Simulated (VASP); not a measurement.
# Hg in VASP: single point with PBE

Aim: the single point of Hg with PBE.

All numbers are computed with VASP 6.6.1; they aren't measurements. Logs are shortened: lines on timing, memory, paths and dates and some standing lists are left out, and cuts for length are marked.

## 1. The cell of the first run

The cell holds a slab with vacuum, 4 atoms: a = 3.437 Å, b = 3.437 Å, c = 25.781 Å, α = 90.00°, β = 90.00°, γ = 116.76°.

## 2. Single point, PBE

File INCAR:

```
ALGO     = Normal         # electronic algorithm
DIPOL    = 0.5 0.5 0.500
EDIFF    = 1E-6           # SCF threshold, eV
ENCUT    = 400            # plane-wave cutoff, eV
GGA      = PE             # functional
GGA_COMPAT= F            
IDIPOL   = 3            
ISIF     = 2              # what is computed and relaxed
ISMEAR   = 0              # smearing method
LASPH    = T              # aspherical terms in the spheres
LCHARG   = F              # write CHGCAR
LDIPOL   = T            
LREAL    = F              # projectors in reciprocal space
LWAVE    = F              # write WAVECAR
NBANDS   = 32             # bands
NELM     = 120            # most SCF steps
NELMDL   = -8           
PREC     = Accurate       # precision mode
SIGMA    = 0.1            # smearing width, eV
```

File KPOINTS:

```
k-points
0
Gamma
  19 19 1
```

File POSCAR:

```
Hg
1.0
    3.4373549000      0.0000000000      0.0000000000
   -1.5474517600      3.0693324600      0.0000000000
    0.0000000000      0.0000000000     25.7809719525
Hg
4
Direct
    0.4999999999      0.5000000001      0.3297005255
    0.0000000000      0.0000000000      0.4432335120
    0.4999999999      0.5000000001      0.5567664880
    0.0000000000      0.0000000000      0.6702994745
```

Potentials or basis: VASP PAW PBE potentials, release 64 (Hg).

The run is started by

```
$ cat potpaw_PBE.64/Hg/POTCAR > POTCAR
$ mpirun -np 1 vasp_std > vasp.out
```

OUTCAR:

```text
EDIFF = 1E-6
   ENCUT = 400
   GGA = PE
   ISIF = 2
   ISMEAR = 0
   LASPH = T
   LREAL = F
   NELM = 120
   NELMDL = -8
   PREC = Accurate

 ion  position               nearest neighbor table
   1  0.500  0.500  0.330-   2 3.44   2 3.44
   2  0.000  0.000  0.443-   3 3.44   3 3.44   1 3.44   1 3.44
   3  0.500  0.500  0.557-   2 3.44   2 3.44   4 3.44   4 3.44
   4  0.000  0.000  0.670-   3 3.44   3 3.44

  LATTYP: Found a base centered orthorhombic cell.
 ALAT       =     3.6045160048
 B/A-ratio  =     1.6240686611
 C/A-ratio  =     7.1524087890

  Lattice vectors:

 A1 = (   3.4373549000,   0.0000000000,   0.0000000000)
 A2 = (  -1.5474517600,   3.0693324600,   0.0000000000)
 A3 = (   0.0000000000,   0.0000000000,  25.7809719525)

Analysis of symmetry for initial positions (statically):
=====================================================================
 Subroutine PRICEL returns:
 Original cell was already a primitive cell.

 Routine SETGRP: Setting up the symmetry group for a
 base centered orthorhombic supercell.

 Subroutine GETGRP returns: Found  8 space group operations
 (whereof  4 operations were pure point group operations)
 out of a pool of  8 trial point group operations.

The static configuration has the point symmetry C_2v.
 The point group associated with its full space group is D_2h.

Analysis of symmetry for dynamics (positions and initial velocities):
=====================================================================
 Subroutine PRICEL returns:
 Original cell was already a primitive cell.

 Routine SETGRP: Setting up the symmetry group for a
 base centered orthorhombic supercell.

 Subroutine GETGRP returns: Found  8 space group operations
 (whereof  4 operations were pure point group operations)
 out of a pool of  8 trial point group operations.

The dynamic configuration has the point symmetry C_2v.
 The point group associated with its full space group is D_2h.

 Subroutine INISYM returns: Found  8 space group operations
 (whereof  4 operations are pure point group operations),
 and found     1 'primitive' translations

----------------------------------------------------------------------------------------

                                     Primitive cell

  volume of cell :     271.9992

  direct lattice vectors                    reciprocal lattice vectors
     3.437354900  0.000000000  0.000000000     0.290921371  0.146672540  0.000000000
    -1.547451760  3.069332460  0.000000000     0.000000000  0.325803742  0.000000000
     0.000000000  0.000000000 25.780971952     0.000000000  0.000000000  0.038788297

  length of vectors
     3.437354900  3.437354899 25.780971952     0.325803742  0.325803742  0.038788297

  position of ions in fractional coordinates (direct lattice)
     0.500000000  0.500000000  0.329700526
     0.000000000  0.000000000  0.443233512
     0.500000000  0.500000000  0.556766488
     0.000000000  0.000000000  0.670299474

  ion indices of the primitive-cell ions
   primitive index   ion index
                 1           1
                 2           2
                 3           3
                 4           4

----------------------------------------------------------------------------------------

 KPOINTS: k-points

Automatic generation of k-mesh.
 Grid dimensions read from file:
 generate k-points for:   19   19    1

 Generating k-lattice:

  Cartesian coordinates                     Fractional coordinates (reciprocal lattice)
     0.015311651  0.007719607  0.000000000     0.052631579  0.000000000  0.000000000
     0.000000000  0.017147565  0.000000000     0.000000000  0.052631579  0.000000000
     0.000000000  0.000000000  0.038788297     0.000000000  0.000000000  1.000000000

  Length of vectors
     0.017147565  0.017147565  0.038788297

  Shift w.r.t. Gamma in fractional coordinates (k-lattice)
     0.000000000  0.000000000  0.000000000

 Subroutine IBZKPT returns following result:
 ===========================================

 Found    100 irreducible k-points:

 Following reciprocal coordinates:
            Coordinates               Weight
  0.000000  0.000000  0.000000      1.000000
  0.052632  0.000000  0.000000      4.000000
  0.105263  0.000000  0.000000      4.000000
  0.157895  0.000000  0.000000      4.000000
  0.210526 -0.000000  0.000000      4.000000
  0.263158  0.000000  0.000000      4.000000
[... 16 lines left out ...]
 -0.315789  0.052632  0.000000      4.000000
 -0.263158  0.052632  0.000000      4.000000
 [... further k-points ...]
   k-points           NKPTS =    100   k-points in BZ     NKDIM =    100   number of bands    NBANDS=     32
   number of dos      NEDOS =    301   number of ions     NIONS =      4
   total plane-waves  NPLWV =  96768
   dimension x,y,z NGX =    24 NGY =   24 NGZ =  168
   dimension x,y,z NGXF=    48 NGYF=   48 NGZF=  336
   ions per type =               4
   NGX,Y,Z   is equivalent  to a cutoff of  11.61, 11.61, 10.83 a.u.
   NGXF,Y,Z  is equivalent  to a cutoff of  23.21, 23.21, 21.67 a.u.
 SYSTEM =  unknown system
   PREC   = accura    normal or accurate (medium, high low for compatibility)
   ISTART =      0    job   : 0-new  1-cont  2-samecut
   ICHARG =      2    charge: 1-file 2-atom 10-const
   ISPIN  =      1    spin polarized calculation?
   LNONCOLLINEAR =      F non collinear calculations
   LSORBIT =      F    spin-orbit coupling
   LASPH  =      T    aspherical Exc in radial PAW
   ENCUT  =  400.0 eV  29.40 Ry    5.42 a.u.   5.61  5.61 42.04*2*pi/ulx,y,z
   NELM   =    120;   NELMIN=  2; NELMDL= -8     # of ELM steps
   EDIFF  = 0.1E-05   stopping-criterion for ELM
   LREAL  =      F    real-space projection
   EDIFFG = 0.1E-04   stopping-criterion for IOM
   NSW    =      0    number of steps for IOM
   IBRION =     -1    ionic relax: 0-MD 1-quasi-New 2-CG
   NFREE  =      0    steps in history (QN), initial steepest desc. (CG)
   ISIF   =      2    stress and relaxation
   ISYM   =      2    0-nonsym 1-usesym 2-fastsym
   POTIM  = 0.5000    time-step for ionic-motion
   TEBEG  =    0.0;   TEEND  =   0.0 temperature during run
   PSTRESS=    0.0 pullay stress
   NELECT =      48.0000    total number of electrons
   NUPDOWN=      -1.0000    fix difference up-down
   EMIN   =  10.00;   EMAX   =-10.00  energy-range for DOS
   EFERMI =   0.00;   METHOD = LEGACY
   ISMEAR =     0;   SIGMA  =   0.10  broadening in eV -4-tet -1-fermi 0-gaus
   EFERMI_NEDOS =   21; number of points for ismear=-14 and -15
   IALGO  =     38    algorithm
   IMIX   =      4    mixing-type and parameters
     AMIX     =   0.40;   BMIX     =  1.00
     AMIX_MAG =   1.60;   BMIX_MAG =  1.00
  volume/ion in A,a.u.               =      68.00       458.89
  Fermi-wavevector in a.u.,A,eV,Ry     =   0.918261  1.735261 11.472472  0.843203
  Thomas-Fermi vector in A             =   2.043323
   LORBIT       =      0    0 simple, 1 ext, 2 COOP (PROOUT), +10 PAW based schemes
   GGA     = PE    functional components
   LHFCALC =     F    Hartree Fock is set to
   AEXX    =    0.0000 exact exchange contribution
   IVDW    =     0    specifies the selected vdW correction
   LEPSILON=     F    determine dielectric tensor
   LRPA    =     F    only Hartree local field effects (RPA)
 non-spin polarized calculation
 Gauss-broadening in eV      SIGMA  =   0.10
  energy-cutoff  :      400.00
  volume of cell :      272.00
 maximum number of plane-waves:      5000
   NGX = 11   NGY = 11   NGZ = 85

 number of electron      47.9999994 magnetization

 dipolmoment           0.000000      0.000000     -0.000000 electrons x Angstroem

 Free energy of the ion-electron system (eV)
  ---------------------------------------------------
  ext. energy  EPLUGINS =         0.00000000
  ---------------------------------------------------
  free energy    TOTEN  =        -0.59855987 eV

  energy without entropy =       -0.59568026  energy(sigma->0) =       -0.59712006

 E-fermi :  -1.8174     XC(G=0):  -4.7402

 val. band max:       -1.8554738500   @ k =   0.4737   0.4211   0.0000
 cond. band min:      -1.8113508846   @ k =   0.0526   0.0000   0.0000
 fundamental gap:      0.0441229654
 Fermi energy:        -1.8174450693

 k-point     1 :       0.0000    0.0000    0.0000
  band No.  band energies     occupation
      1      -8.8011      2.00000
      2      -8.6683      2.00000
      3      -8.5327      2.00000
      4      -8.4904      2.00000
      5      -8.3390      2.00000
      6      -8.2976      2.00000
[... 24 lines left out ...]
     31       4.3263      0.00000
     32       6.4673      0.00000

 k-point     2 :       0.0526    0.0000    0.0000
  band No.  band energies     occupation
      1      -8.7519      2.00000
      2      -8.6442      2.00000
      3      -8.5098      2.00000
      4      -8.4597      2.00000
      5      -8.3333      2.00000
      6      -8.2954      2.00000
[... 24 lines left out ...]
     31       4.3675      0.00000
     32       6.5068      0.00000

 k-point     3 :       0.1053    0.0000    0.0000
  band No.  band energies     occupation
      1      -8.6142      2.00000
      2      -8.5800      2.00000
      3      -8.4538      2.00000
      4      -8.3868      2.00000
      5      -8.3183      2.00000
      6      -8.2898      2.00000
[... 24 lines left out ...]
     31       4.4880      0.00000
     32       6.3956      0.00000

 k-point     4 :       0.1579    0.0000    0.0000
  band No.  band energies     occupation
      1      -8.5034      2.00000
      2      -8.4568      2.00000
      3      -8.3987      2.00000
      4      -8.3343      2.00000
      5      -8.2992      2.00000
      6      -8.2811      2.00000
[... 654 lines left out ...]
     31       3.7750      0.00000
     32       4.5367      0.00000

 k-point    23 :      -0.3158    0.0526    0.0000
  band No.  band energies     occupation
      1      -8.4727      2.00000
      2      -8.4705      2.00000
      3      -8.3908      2.00000
      4      -8.3823      2.00000
      5      -8.3482      2.00000
      6      -8.3474      2.00000
[... 24 lines left out ...]
     31       3.8846      0.00000
     32       4.1328      0.00000

 k-point    24 :      -0.2632    0.0526    0.0000
  band No.  band energies     occupation
      1      -8.4392      2.00000
      2      -8.4262      2.00000
      3      -8.3399      2.00000
      4      -8.3281      2.00000
      5      -8.3121      2.00000
      6      -8.3117      2.00000
[... 24 lines left out ...]
     31       3.8734      0.00000
     32       4.3195      0.00000

 [... further k-points ...]

------------------------ aborting loop because EDIFF is reached ----------------------------------------

 vacuum level on the upper side and lower side of the slab       (xc-potential included)        -0.187        -0.187

  FORCE on cell =-STRESS in cart. coord.  units (eV):
  Direction    XX          YY          ZZ          XY          YZ          ZX
  --------------------------------------------------------------------------------------
  -------------------------------------------------------------------------------------
  Total        0.0471009      0.1262733      0.0215292      0.0785182      0.0000000      0.0000000
  in kB        0.2774420      0.7437970      0.1268153      0.4625018      0.0000000      0.0000000
  external PRESSURE =       0.3826848 kB  Pullay stress =       0.0000000 kB

 VOLUME and BASIS-vectors are now :
 -----------------------------------------------------------------------------
  energy-cutoff  :      400.00
  volume of cell :      272.00
      direct lattice vectors                 reciprocal lattice vectors
     3.437354900  0.000000000  0.000000000     0.290921371  0.146672540  0.000000000
    -1.547451760  3.069332460  0.000000000     0.000000000  0.325803742  0.000000000
     0.000000000  0.000000000 25.780971952     0.000000000  0.000000000  0.038788297

 POSITION                                       TOTAL-FORCE (eV/Angst)
 -----------------------------------------------------------------------------------
      0.94495      1.53467      8.50000        -0.000000      0.000000     -0.021708
      0.00000      0.00000     11.42699         0.000000      0.000000      0.030245
      0.94495      1.53467     14.35398        -0.000000      0.000000     -0.030245
      0.00000      0.00000     17.28097         0.000000      0.000000      0.021708
 -----------------------------------------------------------------------------------
    total drift:                                0.000000     -0.000000     -0.000000

  FREE ENERGIE OF THE ION-ELECTRON SYSTEM (eV)
  ---------------------------------------------------
  free  energy   TOTEN  =        -0.5985598651 eV

  energy  without entropy=       -0.5956802584  energy(sigma->0) =       -0.59712006

 vacuum level on the upper side and lower side of the slab         2.179         2.179
```

Wall time 5.9 min (1 thread of Intel Xeon Platinum 8259CL at 2.50GHz (Skylake/Cascade Lake), shared host); peak memory 0.57 GiB.

Results:

* Free energy: -0.5986 eV
* Largest force: 0.030 eV/Å
* Band gap on the k mesh: zero (bands 24 and 25 overlap by 0.14 eV)

Forces on the atoms (eV/Å):
```
Hg   0.000  0.000 -0.022
Hg   0.000  0.000  0.030
Hg   0.000  0.000 -0.030
Hg   0.000  0.000  0.022
```

Levels at points of the mesh, in eV from the Fermi level:
| k point | band 22 | band 23 | band 24 | band 25 | band 26 | band 27 |
| --- | --- | --- | --- | --- | --- | --- |
| (0.00, 0.00, 0.00) | -5.64 | -4.78 | -3.29 | -0.06 | 1.84 | 3.59 |

Caveat: spin-orbit coupling is left out, which moves the levels of the heavy elements.
